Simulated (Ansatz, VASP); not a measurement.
**Two plane-wave programs on SiO2**

```
Si O
1.0
     4.22549    0.00000    0.00000
     0.00000    4.22549    0.00000
     0.00000    0.00000    2.37853
Si O
2 4
Direct
  0.50000 0.50000 0.50000
  0.00000 0.00000 0.00000
  0.69301 0.69301 0.00000
  0.19301 0.80699 0.50000
  0.30699 0.30699 0.00000
  0.80699 0.19301 0.50000
```

Alike in both runs: task single point; functional PBE; k mesh 6 × 6 × 10; occupations gaussian, width 0.05 eV; no spin polarisation.

```csv
,VASP,Ansatz
version,VASP 6.6.1,Ansatz 0.2.0
potentials or method,"VASP PAW PBE potentials, release 64 (Si, O), cutoff 520 eV","scalar-relativistic, plane waves, PAW"
valence electrons in the cell,32,32
```

|  | VASP | Ansatz | Ansatz less VASP |
| --- | --- | --- | --- |
| gap on the k mesh at the Fermi level (eV) | 7.48 | 7.50 | +0.027 |
| least direct gap on the mesh (eV) | 7.48 | 7.50 | +0.027 |
| rms of the force components (eV/Å) | 0.385 | 0.351 | -0.0346 |

Atom by atom the forces differ by 0.035 eV/Å (rms over components). The functional is the same, so the differences come from potentials, cutoffs and numerics.
